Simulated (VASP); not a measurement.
# Al6SiN8 (a cell with a defect) in VASP: a series of runs, part 3 of 3

VASP 6.6.1. The steps go on from the part before.

**5. Single point, LDA**

Input file INCAR:

```
PREC = Accurate
ENCUT = 520
EDIFF = 1E-6
ISMEAR = 0
SIGMA = 0.05
LREAL = Auto
LASPH = True
NELM = 80
ALGO = Normal
ISIF = 2
LWAVE = False
LCHARG = True
LELF = True
LVHAR = True
NBANDS = 44
NELECT = 60.0
```

Input file KPOINTS:

```
regular mesh
0
Gamma
  2 2 2
```

Input file POSCAR:

```
Al6SiN8
1.0
   -3.1285880000     -5.4188740000      0.0000000000
    4.6928820000     -2.7094370000      0.0000000000
    0.0000000000      0.0000000000      5.0169550000
Al Si N
6 1 8
Direct
    0.4959811731      0.6716648206      0.5059491265
    0.2455385087      0.8348283276      1.0074868122
   -0.0000857321      0.6693425872      0.5059144441
    0.0069958316      0.3652476399      1.0311061191
    0.7446127308      0.1547887746      0.4930608307
    0.7616484785      0.8279959500      1.0073419036
    0.2388393362      0.1616430759      1.4931335840
    0.5023016986      0.7800013012      0.8553750233
    0.4786890460      0.3192982063      0.4860167173
    0.1172098339      0.1097492500      0.8171073888
    0.2440254027      0.8531639932      0.3786394337
    0.0063337145      0.6570750305      0.8794463973
    0.0112774138      0.3317017947      0.3831152562
    0.8960890706      0.1071581415      0.8220308932
    0.7505429518      0.8230076257      0.3749890123
```

Potentials or basis: VASP PAW LDA potentials, release 64 (Al, Si, N).

Run with:

```console
> cat potpaw_LDA.64/Al/POTCAR potpaw_LDA.64/Si/POTCAR potpaw_LDA.64/N/POTCAR > POTCAR
> mpirun -np 1 vasp_std > vasp.out
```

OUTCAR:

```text
PREC = Accurate
   ENCUT = 520
   EDIFF = 1E-6
   ISMEAR = 0
   LREAL = Auto
   LASPH = True
   NELM = 80
   ISIF = 2
   NELECT = 60.0

 ion  position               nearest neighbor table
   1  0.496  0.672  0.506-   8 1.85  15 1.91   9 1.92  11 1.96   5 3.05   2 3.08   2 3.09   3 3.10
                             7 3.11   6 3.12   6 3.13   3 3.15   7 3.20   5 3.20
   2  0.246  0.835  0.007-   8 1.80  11 1.86  12 1.89  10 1.94   4 2.95   7 3.01   6 3.03   3 3.07
                             1 3.08   3 3.08   1 3.09   7 3.13   6 3.23   4 3.24
   3  1.000  0.669  0.506-  12 1.88  15 1.89  13 1.93  11 1.93   4 2.90   6 3.04   6 3.05   7 3.06
                             2 3.07   5 3.08   2 3.08   1 3.10   4 3.11   7 3.13   1 3.15   5 3.21
   4  0.007  0.365  0.031-  12 1.75  13 1.78  14 1.88  10 1.88   3 2.90   6 2.94   7 2.95   2 2.95
                             5 3.06   3 3.11   2 3.24   7 3.26   6 3.29   5 3.36
   5  0.745  0.155  0.493-   9 1.89  15 1.89  14 1.92  13 2.00   6 3.01   1 3.05   4 3.06   3 3.08
                             7 3.09   6 3.13   7 3.16   1 3.20   3 3.21   4 3.36
   6  0.762  0.828  0.007-   8 1.81  15 1.85  12 1.90  14 1.96   4 2.94   5 3.01   2 3.03   3 3.04
[... 580 lines left out ...]
  -------------------------------------------------------------------------------------
  Total      -21.5129947    -28.1889384     -9.8273062     -4.5874888     -0.9039419      0.4591190
  in kB     -202.6207053   -265.4982566    -92.5587414    -43.2073841     -8.5138007      4.3242243
  external PRESSURE =    -186.8925678 kB  Pullay stress =       0.0000000 kB

 VOLUME and BASIS-vectors are now :
 -----------------------------------------------------------------------------
  energy-cutoff  :      520.00
  volume of cell :      170.11
      direct lattice vectors                 reciprocal lattice vectors
    -3.128588000 -5.418874000  0.000000000    -0.079908253 -0.138405137  0.000000000
     4.692882000 -2.709437000  0.000000000     0.159816505 -0.092270092  0.000000000
     0.000000000  0.000000000  5.016955000     0.000000000  0.000000000  0.199324092

 POSITION                                       TOTAL-FORCE (eV/Angst)
 -----------------------------------------------------------------------------------
      1.60032     -4.50749      2.53832         0.000447      0.021566     -0.023254
      3.14956     -3.59246      0.03756         0.025790      0.018711     -0.001777
      0.01283     -7.23195      2.53815        -0.013584     -0.008601     -0.003423
      1.69218     -1.02752      0.15606        -0.011339      0.003106      0.013600
     -1.60318     -4.45435      2.47366         0.016971     -0.020581      0.011200
      1.50280     -6.37068      0.03683         0.000673     -0.022358     -0.022785
      0.01134     -1.73220      2.47403        -0.005810     -0.001792     -0.000170
      2.08896     -4.83527      4.29138        -0.009545     -0.006045      0.000231
      0.00081     -3.45907      2.43832         0.002657     -0.025588     -0.006852
      0.14834     -0.93250      4.09939        -0.119164     -0.180149     -0.005651
      3.24034     -3.63394      1.89962        -0.016017     -0.000871      0.008860
      3.06376     -1.81463      4.41214         0.036499     -0.017172     -0.017920
      1.52136     -0.95984      1.92207         0.008232      0.022219      0.039027
     -2.30061     -5.14613      4.12409         0.082787      0.208904      0.007423
      1.51414     -6.29698      1.88130         0.001405      0.008652      0.001490
 -----------------------------------------------------------------------------------
    total drift:                                0.000277      0.000659     -0.001568

  FREE ENERGIE OF THE ION-ELECTRON SYSTEM (eV)
  ---------------------------------------------------
  free  energy   TOTEN  =      -131.4693222168 eV

  energy  without entropy=     -131.4649126775  energy(sigma->0) =     -131.46711745
```

stdout:

```text
POSCAR found type information on POSCAR AlSiN
 POSCAR found :  3 types and      15 ions
 scaLAPACK will be used
 LDA part: xc-table for (Slater(with rela. corr.)+CA(PZ))
 , standard interpolation
 POSCAR, INCAR and KPOINTS ok, starting setup
 FFT: planning ... GRIDC
 FFT: planning ... GRID_SOFT
 FFT: planning ... GRID
 WAVECAR not read
 entering main loop
 the old and the new charge density differ
 old charge density:    62.00000 new   60.00000
    0.235E+01
```

Wall time 2.4 min (1 thread of Intel Xeon Platinum 8259CL at 2.50GHz (Skylake/Cascade Lake), shared host); peak memory 0.23 GiB.

Results:

* Free energy: -131.4693 eV
* Largest force: 0.225 eV/Å

Forces in eV/Å, atoms in the order of the input:
```
Al   0.000  0.022 -0.023
Al   0.026  0.019 -0.002
Al  -0.014 -0.009 -0.003
Al  -0.011  0.003  0.014
Al   0.017 -0.021  0.011
Al   0.001 -0.022 -0.023
Si  -0.006 -0.002  0.000
N   -0.010 -0.006  0.000
N    0.003 -0.026 -0.007
N   -0.119 -0.180 -0.006
N   -0.016 -0.001  0.009
N    0.036 -0.017 -0.018
N    0.008  0.022  0.039
N    0.083  0.209  0.007
N    0.001  0.009  0.001
```

Caveat: the k points lie up to 0.63 Å⁻¹ apart; the cell carries a net charge on a neutralising background, which shifts energy and pressure; the cell is charged against a uniform background, so pressure and absolute levels hang on convention.
